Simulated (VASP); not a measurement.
Runs of VASP 6.6.1 on Sr. The structure is that of space group Fm-3m (No. 225), or close to it. The cells are those of the table. 

```tsv
cell	gap on the mesh (eV)	pressure (GPa)
a = 4.561, b = 4.561, c = 4.475 Å, angles 60.6, 60.6, 58.7°, 1 atom	none	(a)
a = 4.389, b = 4.389, c = 4.303 Å, angles 60.7, 60.7, 58.7°, 1 atom	none	-1.2
a = 4.045, b = 4.045, c = 3.958 Å, angles 60.7, 60.7, 58.6°, 1 atom	none	1.9
a = 4.475 Å, angles 60.0°, 1 atom	none	-1.7
```

Alike in all rows: task single point; level PBEsol; potentials or basis VASP PAW PBE potentials, release 64 (Sr_sv); no spin polarisation; k mesh 10 × 10 × 10; cutoff (eV) 520; smearing gaussian 0.03 eV.

Q: Fill in the values left out.

A: (a) -1.9.

Caveats: the PAW data sets were made with another functional, which shifts forces and pressure a little.

A k mesh can miss the band edges, and the runs leave out spin-orbit coupling on Sr.

A gap of «none» marks levels without a gap at the run's occupations.
